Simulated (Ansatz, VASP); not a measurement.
**LiF in VASP and in Ansatz**

Contents of POSCAR:

```
LiF
1.0
    0.0000000000      2.1229463333      2.1229463333
    2.1229463333      0.0000000000      2.1229463333
    2.1229463333      2.1229463333      0.0000000000
Li F
1 1
Direct
    0.0000000000      0.0000000000      0.0000000000
    0.2500000000      0.2500000000      0.2500000000
```

File INCAR.step1:

```
ALGO     = Normal         # electronic algorithm
EDIFF    = 1E-4           # SCF threshold, eV
ENCUT    = 520            # plane-wave cutoff, eV
GGA      = PE             # functional
ISMEAR   = 0              # smearing method
LASPH    = True           # aspherical terms in the spheres
LCHARG   = False          # write CHGCAR
LREAL    = False          # projectors in reciprocal space
LWAVE    = True           # write WAVECAR
NBANDS   = 12             # bands
NELM     = 100            # most SCF steps
PREC     = Accurate       # precision mode
SIGMA    = 0.01           # smearing width, eV
```

File INCAR.step2:

```
ALGO     = Normal         # electronic algorithm
EDIFF    = 1E-6           # SCF threshold, eV
ENCUT    = 520            # plane-wave cutoff, eV
ISIF     = 2              # what is computed and relaxed
ISMEAR   = 0              # smearing method
ISTART   = 1            
LASPH    = True           # aspherical terms in the spheres
LCHARG   = False          # write CHGCAR
LMIXTAU  = True         
LREAL    = False          # projectors in reciprocal space
LWAVE    = False          # write WAVECAR
METAGGA  = R2SCAN         # meta-GGA
NBANDS   = 12             # bands
NELM     = 100            # most SCF steps
PREC     = Accurate       # precision mode
SIGMA    = 0.01           # smearing width, eV
```

The input KPOINTS:

```
k-points
0
Gamma
  8 8 8
```

Input for Ansatz:

```yaml
crystal:
  lattice:
    - [0.0, 2.1229463333, 2.1229463333]
    - [2.1229463333, 0.0, 2.1229463333]
    - [2.1229463333, 2.1229463333, 0.0]
  atoms:
    - { symbol: Li, position: [0.0, 0.0, 0.0] }
    - { symbol: F, position: [0.25, 0.25, 0.25] }
kpoints:
  mp_grid: { grid: [8, 8, 8] }
hamiltonian:
  xc: r2scan
scf:
  occupations: { method: fixed }
  n_extra_bands: 4
output:
  forces: true
  stress: true
  eigenvalues: true
```

Alike in both runs: task single point; functional r2SCAN; k mesh 8 × 8 × 8; no spin polarisation.

|  | VASP | Ansatz |
| --- | --- | --- |
| version | VASP 6.6.1 | Ansatz 0.2.0 |
| potentials or method | VASP PAW PBE potentials, release 64 (Li_sv, F) | plane waves, PAW |
| plane-wave cutoff (eV) | 520 | 500 |
| occupations | gaussian, width 0.01 eV | fixed |
| valence electrons in the cell | 10 | 10 |

Ansatz gave:

```
gap on the k mesh at the Fermi level (eV) : 8.84
```

Problem. Estimate VASP's values.

Solution. gap on the k mesh at the Fermi level (eV): 8.92.

VASP's potentials were made for PBE, not for r2SCAN.

Noted on VASP's run: the cutoff is short for stress, so the pressure is rough.
